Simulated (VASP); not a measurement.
# Ti3Al3Cu2 in VASP: a series of runs, part 3 of 3

VASP 6.6.1. Earlier steps stand in the parts before.

## (5) Relaxation of cell and atoms, PBE

INCAR

```
SYSTEM = Ti3Al3Cu2
PREC = Accurate
ENCUT = 600
EDIFF = 1E-6
ISMEAR = 0
SIGMA = 0.1
LREAL = .FALSE.
LASPH = .TRUE.
NELM = 60
ALGO = Fast
ISIF = 3
LWAVE = .FALSE.
LCHARG = .FALSE.
GGA = PE
IBRION = 2
NSW = 60
EDIFFG = -0.01
```

KPOINTS

```
Automatic mesh
0
G
  12 12 2
  0 0 0
```

POSCAR

```
Ti3Al3Cu2
1.0
    2.8614750704      0.0000000000      0.0000000000
    0.0000000000      2.8614750704      0.0000000000
    0.0000000000      0.0000000000     14.6958054111
Ti Al Cu
3 3 2
Direct
    0.0000000000      0.0000000000      0.5000000000
    0.5000000000      0.5000000000      0.8647386399
    0.5000000000      0.5000000000      0.1352613601
    0.0000000000      0.0000000000      0.2702969017
    0.0000000000      0.0000000000      0.7297030983
    0.0000000000      0.0000000000      0.0000000000
    0.5000000000      0.5000000000      0.6226563071
    0.5000000000      0.5000000000      0.3773436929
```

Potentials or basis: VASP PAW PBE potentials, release 64 (Ti_sv, Al, Cu).

On the command line:

```sh
$ cat potpaw_PBE.64/Ti_sv/POTCAR potpaw_PBE.64/Al/POTCAR potpaw_PBE.64/Cu/POTCAR > POTCAR
$ mpirun -np 1 vasp_std > vasp.out
```

OUTCAR:

```text
SYSTEM = Ti3Al3Cu2
   PREC = Accurate
   ENCUT = 600
   EDIFF = 1E-6
   ISMEAR = 0
   LREAL = .FALSE.
   LASPH = .TRUE.
   NELM = 60
   ISIF = 3
   GGA = PE
   IBRION = 2
   NSW = 60
   EDIFFG = -0.01

 ion  position               nearest neighbor table
   1  0.000  0.000  0.500-   7 2.71   8 2.71   7 2.71   8 2.71   7 2.71   8 2.71   7 2.71   8 2.71

   2  0.500  0.500  0.865-   5 2.83   5 2.83   5 2.83   5 2.83   6 2.84   6 2.84   6 2.84   6 2.84

   3  0.500  0.500  0.135-   4 2.83   4 2.83   4 2.83   4 2.83   6 2.84   6 2.84   6 2.84   6 2.84
[... 7 lines left out ...]
   7  0.500  0.500  0.623-   5 2.56   5 2.56   5 2.56   5 2.56   1 2.71   1 2.71   1 2.71   1 2.71

   8  0.500  0.500  0.377-   4 2.56   4 2.56   4 2.56   4 2.56   1 2.71   1 2.71   1 2.71   1 2.71

  LATTYP: Found a simple tetragonal cell.
 ALAT       =     2.8614750704
 C/A-ratio  =     5.1357446944

  Lattice vectors:

 A1 = (   2.8614750704,   0.0000000000,   0.0000000000)
 A2 = (   0.0000000000,   2.8614750704,   0.0000000000)
 A3 = (   0.0000000000,   0.0000000000,  14.6958054111)

Analysis of symmetry for initial positions (statically):
=====================================================================
 Subroutine PRICEL returns:
 Original cell was already a primitive cell.

 Routine SETGRP: Setting up the symmetry group for a
 simple tetragonal supercell.

 Subroutine GETGRP returns: Found 16 space group operations
 (whereof 16 operations were pure point group operations)
 out of a pool of 16 trial point group operations.

The static configuration has the point symmetry D_4h.

Analysis of symmetry for dynamics (positions and initial velocities):
=====================================================================
 Subroutine PRICEL returns:
 Original cell was already a primitive cell.

 Routine SETGRP: Setting up the symmetry group for a
 simple tetragonal supercell.

 Subroutine GETGRP returns: Found 16 space group operations
 (whereof 16 operations were pure point group operations)
 out of a pool of 16 trial point group operations.

The dynamic configuration has the point symmetry D_4h.

 Subroutine INISYM returns: Found 16 space group operations
 (whereof 16 operations are pure point group operations),
 and found     1 'primitive' translations

----------------------------------------------------------------------------------------

                                     Primitive cell

  volume of cell :     120.3298

  direct lattice vectors                    reciprocal lattice vectors
     2.861475070  0.000000000  0.000000000     0.349470107  0.000000000  0.000000000
     0.000000000  2.861475070  0.000000000     0.000000000  0.349470107  0.000000000
     0.000000000  0.000000000 14.695805411     0.000000000  0.000000000  0.068046628

  length of vectors
     2.861475070  2.861475070 14.695805411     0.349470107  0.349470107  0.068046628

  position of ions in fractional coordinates (direct lattice)
     0.000000000  0.000000000  0.500000000
     0.500000000  0.500000000  0.864738640
     0.500000000  0.500000000  0.135261360
     0.000000000  0.000000000  0.270296902
     0.000000000  0.000000000  0.729703098
     0.000000000  0.000000000  0.000000000
     0.500000000  0.500000000  0.622656307
     0.500000000  0.500000000  0.377343693
[... 42 lines left out ...]
  0.166667  0.000000  0.000000      4.000000
  0.250000  0.000000  0.000000      4.000000
  0.333333  0.000000  0.000000      4.000000
  0.416667  0.000000  0.000000      4.000000
[... 16 lines left out ...]
  0.333333  0.333333  0.000000      4.000000
  0.416667  0.333333  0.000000      8.000000
 [... further k-points ...]
   k-points           NKPTS =     56   k-points in BZ     NKDIM =     56   number of bands    NBANDS=     40
   number of dos      NEDOS =    301   number of ions     NIONS =      8
   total plane-waves  NPLWV =  69120
   dimension x,y,z NGX =    24 NGY =   24 NGZ =  120
   dimension x,y,z NGXF=    48 NGYF=   48 NGZF=  240
   ions per type =               3   3   2
   NGX,Y,Z   is equivalent  to a cutoff of  13.94, 13.94, 13.57 a.u.
   NGXF,Y,Z  is equivalent  to a cutoff of  27.89, 27.89, 27.15 a.u.
 SYSTEM =  Ti3Al3Cu2
   PREC   = accura    normal or accurate (medium, high low for compatibility)
   ISTART =      0    job   : 0-new  1-cont  2-samecut
   ICHARG =      2    charge: 1-file 2-atom 10-const
   ISPIN  =      1    spin polarized calculation?
   LNONCOLLINEAR =      F non collinear calculations
   LSORBIT =      F    spin-orbit coupling
   LASPH  =      T    aspherical Exc in radial PAW
   ENCUT  =  600.0 eV  44.10 Ry    6.64 a.u.   5.72  5.72 29.35*2*pi/ulx,y,z
   NELM   =     60;   NELMIN=  2; NELMDL= -5     # of ELM steps
   EDIFF  = 0.1E-05   stopping-criterion for ELM
   LREAL  =      F    real-space projection
   EDIFFG = -.1E-01   stopping-criterion for IOM
   NSW    =     60    number of steps for IOM
   IBRION =      2    ionic relax: 0-MD 1-quasi-New 2-CG
   NFREE  =      1    steps in history (QN), initial steepest desc. (CG)
   ISIF   =      3    stress and relaxation
   ISYM   =      2    0-nonsym 1-usesym 2-fastsym
   POTIM  = 0.5000    time-step for ionic-motion
   TEBEG  =    0.0;   TEEND  =   0.0 temperature during run
   PSTRESS=    0.0 pullay stress
   NELECT =      67.0000    total number of electrons
   NUPDOWN=      -1.0000    fix difference up-down
   EMIN   =  10.00;   EMAX   =-10.00  energy-range for DOS
   EFERMI =   0.00;   METHOD = LEGACY
   ISMEAR =     0;   SIGMA  =   0.10  broadening in eV -4-tet -1-fermi 0-gaus
   EFERMI_NEDOS =   21; number of points for ismear=-14 and -15
   IALGO  =     68    algorithm
   IMIX   =      4    mixing-type and parameters
     AMIX     =   0.40;   BMIX     =  1.00
     AMIX_MAG =   1.60;   BMIX_MAG =  1.00
  volume/ion in A,a.u.               =      15.04       101.50
  Fermi-wavevector in a.u.,A,eV,Ry     =   1.346817  2.545115 24.679834  1.813917
  Thomas-Fermi vector in A             =   2.474618
   LORBIT       =      0    0 simple, 1 ext, 2 COOP (PROOUT), +10 PAW based schemes
   GGA     = PE    functional components
   LHFCALC =     F    Hartree Fock is set to
   AEXX    =    0.0000 exact exchange contribution
   IVDW    =     0    specifies the selected vdW correction
   LEPSILON=     F    determine dielectric tensor
   LRPA    =     F    only Hartree local field effects (RPA)
 conjugate gradient relaxation of ions
 non-spin polarized calculation
 RMM-DIIS sequential band-by-band and
 Gauss-broadening in eV      SIGMA  =   0.10
  energy-cutoff  :      600.00
  volume of cell :      120.33
 maximum number of plane-waves:      4044
 NGX is ok and might be reduce to    24
   NGX = 11   NGY = 11   NGZ = 59

--------------------------------------- Ionic step        1  -------------------------------------------

 number of electron      66.9999971 magnetization

 Free energy of the ion-electron system (eV)
  ---------------------------------------------------
  ext. energy  EPLUGINS =         0.00000000
  ---------------------------------------------------
  free energy    TOTEN  =       -44.69503108 eV

  energy without entropy =      -44.66151136  energy(sigma->0) =      -44.67827122

------------------------ aborting loop because EDIFF is reached ----------------------------------------

  FORCE on cell =-STRESS in cart. coord.  units (eV):
  Direction    XX          YY          ZZ          XY          YZ          ZX
  --------------------------------------------------------------------------------------
  -------------------------------------------------------------------------------------
  Total       -0.1047815     -0.1047815      0.0255084      0.0000000      0.0000000     -0.0000000
  in kB       -1.3951532     -1.3951532      0.3396407      0.0000000      0.0000000     -0.0000000
  external PRESSURE =      -0.8168886 kB  Pullay stress =       0.0000000 kB
[... 113 lines left out ...]
--------------------------------------- Ionic step        4  -------------------------------------------

 number of electron      66.9999973 magnetization

 Free energy of the ion-electron system (eV)
  ---------------------------------------------------
  ext. energy  EPLUGINS =         0.00000000
  ---------------------------------------------------
  free energy    TOTEN  =       -44.69535311 eV

  energy without entropy =      -44.66153832  energy(sigma->0) =      -44.67844572

 E-fermi :   8.3860     XC(G=0): -11.4038

 val. band max:        8.3834923176   @ k =   0.5000   0.0833   0.5000
 cond. band min:       8.3943504898   @ k =   0.2500   0.0833   0.5000
 fundamental gap:      0.0108581722
 Fermi energy:         8.3859662935

 k-point     1 :       0.0000    0.0000    0.0000
  band No.  band energies     occupation
      1     -48.5225      2.00000
      2     -48.2612      2.00000
      3     -48.2608      2.00000
      4     -24.8498      2.00000
      5     -24.6755      2.00000
      6     -24.6648      2.00000
[... 1021 lines left out ...]
     39      10.0568      0.00000
     40      10.0830      0.00000

 [... further k-points ...]
[... 5 lines left out ...]
  --------------------------------------------------------------------------------------
  -------------------------------------------------------------------------------------
  Total        0.0395493      0.0395493      0.0633653      0.0000000      0.0000000     -0.0000000
  in kB        0.5273313      0.5273313      0.8448823      0.0000000      0.0000000     -0.0000000
  external PRESSURE =       0.6331817 kB  Pullay stress =       0.0000000 kB
[... 23 lines left out ...]
  FREE ENERGIE OF THE ION-ELECTRON SYSTEM (eV)
  ---------------------------------------------------
  free  energy   TOTEN  =       -44.6953531090 eV

  energy  without entropy=      -44.6615383242  energy(sigma->0) =      -44.67844572

 reached required accuracy - stopping structural energy minimisation
```

It took 12 min on 1 thread of Intel Xeon 6975P-C (Granite Rapids), shared host; peak memory 0.48 GiB.

What came out:

* Free energy: -44.6954 eV
* Relaxed volume: 15.02 Å³/atom
* Relaxed cell: a = 2.858 Å, b = 2.858 Å, c = 14.711 Å, α = 90.00°, β = 90.00°, γ = 90.00°
* Space group after relaxing (to 0.1 Å): P4/mmm (No. 123)
* Energy gained by relaxing: 0.0 meV/atom
* Ionic steps: 4
* Pressure after relaxing: 0.1 GPa
* Band gap on the k mesh: zero (an odd number of electrons rules out a gap without spin polarisation)

Forces in eV/Å, atoms in the order of the input:
```
Ti   0.000  0.000  0.000
Ti   0.000  0.000  0.000
Ti   0.000  0.000  0.000
Al   0.000  0.000 -0.003
Al   0.000  0.000  0.003
Al   0.000  0.000  0.000
Cu   0.000  0.000  0.000
Cu   0.000  0.000  0.000
```

The path:
```csv
step,energy change (eV),largest force (eV/Å),pressure (GPa),volume (Å³)
1,0.0000,0.0254,-0.08,120.33
2,-0.0002,0.0152,-0.05,120.20
3,-0.0002,0.0065,0.08,120.07
4,-0.0003,0.0030,0.06,120.16
```

Final structure:
```cif
data_structure
_symmetry_space_group_name_H-M 'P 1'
_symmetry_Int_Tables_number 1
_cell_length_a 2.8580
_cell_length_b 2.8580
_cell_length_c 14.7114
_cell_angle_alpha 90.000
_cell_angle_beta 90.000
_cell_angle_gamma 90.000
_cell_volume 120.16
loop_
_atom_site_label
_atom_site_type_symbol
_atom_site_fract_x
_atom_site_fract_y
_atom_site_fract_z
_atom_site_occupancy
Ti1 Ti 0.00000 0.00000 0.50000 1
Ti2 Ti 0.50000 0.50000 0.86483 1
Ti3 Ti 0.50000 0.50000 0.13517 1
Al1 Al 0.00000 0.00000 0.27017 1
Al2 Al 0.00000 0.00000 0.72983 1
Al3 Al 0.00000 0.00000 0.00000 1
Cu1 Cu 0.50000 0.50000 0.62243 1
Cu2 Cu 0.50000 0.50000 0.37757 1
```

Levels at points of the mesh, in eV from the Fermi level:
```
           k point  band 31  band 32  band 33  band 34  band 35  band 36
(0.00, 0.00, 0.00)    -0.71    -0.57    -0.43     0.53     1.46     1.73
(0.50, 0.00, 0.00)    -1.52    -1.39    -1.00    -0.68    -0.30    -0.16
(0.50, 0.50, 0.00)    -0.85    -0.41    -0.41    -0.27     0.48     1.48
(0.00, 0.00, 0.50)    -0.77    -0.71    -0.57     0.56     1.49     1.72
(0.50, 0.00, 0.50)    -1.42    -1.40    -1.23    -0.52    -0.33    -0.16
(0.50, 0.50, 0.50)    -1.48    -0.27     0.44     0.44     0.48     0.50
```

## (6) The runs side by side

| task | spin | cell | k mesh | cutoff (eV) | smearing | gap on the mesh (eV) | pressure (GPa) | largest force (eV/Å) |
| --- | --- | --- | --- | --- | --- | --- | --- | --- |
| single point | off | a = 2.858, b = 2.858, c = 14.708 Å, 8 atoms, atomic positions A | 12 × 12 × 2 | 520 | gaussian 0.1 eV | none | 0.1 | 0.02 |
| single point | off | a = 2.850, b = 2.849, c = 14.791 Å, 8 atoms, atomic positions B | 8 × 8 × 2 | 520 | gaussian 0.2 eV | none | 0.1 | 0.02 |
| single point | collinear | a = 2.861, b = 2.861, c = 14.696 Å, 8 atoms, atomic positions A | 8 × 8 × 2 | 520 | gaussian 0.2 eV | none | 0.1 | 0.04 |
| relaxation of cell and atoms | off | relaxed from a = 2.861, b = 2.861, c = 14.696 Å, 8 atoms, atomic positions A | 12 × 12 × 2 | 600 | gaussian 0.1 eV | none | 0.1 | - |

Alike in all rows: level PBE; potentials or basis VASP PAW PBE potentials, release 64 (Ti_sv, Al, Cu).

Total energies depend on the potentials used, so only differences within one code and one set of settings carry meaning.
